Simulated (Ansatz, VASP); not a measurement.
# One calculation of Li2S, two programs

INCAR

```
SYSTEM = Li2S
PREC = Accurate ; ENCUT = 750
EDIFF = 1E-6 ; ISMEAR = 0
SIGMA = 0.1 ; LREAL = .FALSE.
LASPH = .TRUE. ; NELM = 120
ALGO = Normal ; ISIF = 2
LWAVE = .FALSE. ; LCHARG = .FALSE.
GGA = PE ; NBANDS = 13
GGA_COMPAT = .FALSE.
```

Contents of KPOINTS:

```
regular mesh
0
G
  4 4 4
  0 0 0
```

File POSCAR:

```
Li2S
1.0
    0.0000000000      2.7076019989      2.7076019989
    2.7076019989      0.0000000000      2.7076019989
    2.7076019989      2.7076019989      0.0000000000
Li S
2 1
Direct
    0.7500000000      0.7500000000      0.7500000000
    0.2500000000      0.2500000000      0.2500000000
    0.0000000000      0.0000000000      0.0000000000
```

Input for Ansatz:

```yaml
crystal:
  lattice:
    - [0.0, 2.7076019989, 2.7076019989]
    - [2.7076019989, 0.0, 2.7076019989]
    - [2.7076019989, 2.7076019989, 0.0]
  atoms:
    - { symbol: Li, position: [0.75, 0.75, 0.75] }
    - { symbol: Li, position: [0.25, 0.25, 0.25] }
    - { symbol: S, position: [0.0, 0.0, 0.0] }
basis:
  ecutwfc: 420
  ecutrho_ratio: 10
kpoints:
  mp_grid: { grid: [4, 4, 4] }
hamiltonian:
  xc: pbe
scf:
  occupations: { method: gaussian, width: 0.1 }
output:
  forces: true
  stress: true
  eigenvalues: true
accuracy: high
```

Alike in both runs: task single point; functional PBE; k mesh 4 × 4 × 4; occupations gaussian, width 0.1 eV; no spin polarisation.

|  | VASP | Ansatz |
| --- | --- | --- |
| version | VASP 6.6.1 | Ansatz 0.2.0 |
| potentials or method | VASP PAW PBE potentials, release 64 (Li_sv, S), cutoff 750 eV | scalar-relativistic, plane waves, PAW |
| valence electrons in the cell | 12 | 12 |

```tsv
	VASP	Ansatz	Ansatz less VASP
gap on the k mesh at the Fermi level (eV)	3.24	3.25	+0.004
least direct gap on the mesh (eV)	5.00	5.00	+0.004
pressure (GPa)	8.5	8.7	+0.19
```

The k mesh is coarse, so the values compare programs but aren't converged.
